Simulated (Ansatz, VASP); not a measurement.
**One calculation of CaSe, two programs**

INCAR

```
SYSTEM = CaSe
ALGO = Normal ; EDIFF = 1E-6
ENCUT = 520 ; GGA = PE
ISIF = 2 ; ISMEAR = -1
LASPH = .TRUE. ; LCHARG = .FALSE.
LREAL = .FALSE. ; LWAVE = .FALSE.
NBANDS = 15 ; NELM = 60
PREC = Accurate ; SIGMA = 0.02
```

KPOINTS

```
k-points
0
G
  7 7 7
  0 0 0
```

File POSCAR:

```
CaSe
1.0
    0.0000000000      2.9126333464      3.0446800000
    2.9126333464      0.0000000000      3.0446800000
    2.9126333464      2.9126333464      0.0000000000
Ca Se
1 1
Direct
    0.0000000000      0.0000000000      0.0000000000
    0.5000000000      0.5000000000      0.5000000000
```

Input for Ansatz:

```yaml
crystal:
  lattice:
    - [0.0, 2.9126333464, 3.04468]
    - [2.9126333464, 0.0, 3.04468]
    - [2.9126333464, 2.9126333464, 0.0]
  atoms:
    - { symbol: Ca, position: [0.0, 0.0, 0.0] }
    - { symbol: Se, position: [0.5, 0.5, 0.5] }
kpoints:
  mp_grid: { grid: [7, 7, 7] }
scf:
  occupations: { method: fermi_dirac, width: 0.02 }
hamiltonian:
  xc: pbe
  pseudopotentials: { kind: all_electron, lapw: { basis_error: 0.00025 } }
output:
  forces: true
  stress: true
  eigenvalues: true
```

Change from the starting cell: z stretched by +3 % at fixed volume.

Alike in both runs: task single point; functional PBE; k mesh 7 × 7 × 7; occupations fermi-dirac, width 0.02 eV; no spin polarisation.

|  | VASP | Ansatz |
| --- | --- | --- |
| version | VASP 6.6.1 | Ansatz 0.2.0 |
| potentials or method | VASP PAW PBE potentials, release 64 (Ca_sv, Se), cutoff 520 eV | all-electron LAPW, scalar-relativistic |

Ansatz gave:

```
gap on the k mesh at the Fermi level (eV)                     : 2.08
pressure (GPa)                                                : 1.4
traceless stress, the component that is largest in VASP (GPa) : -2.63
```

Task: Which values does VASP return?

Result: gap on the k mesh at the Fermi level (eV): 2.07; pressure (GPa): 1.6; traceless stress, the component that is largest in VASP (GPa): -2.68.

Ansatz ran all-electron here, and VASP with PAW potentials.
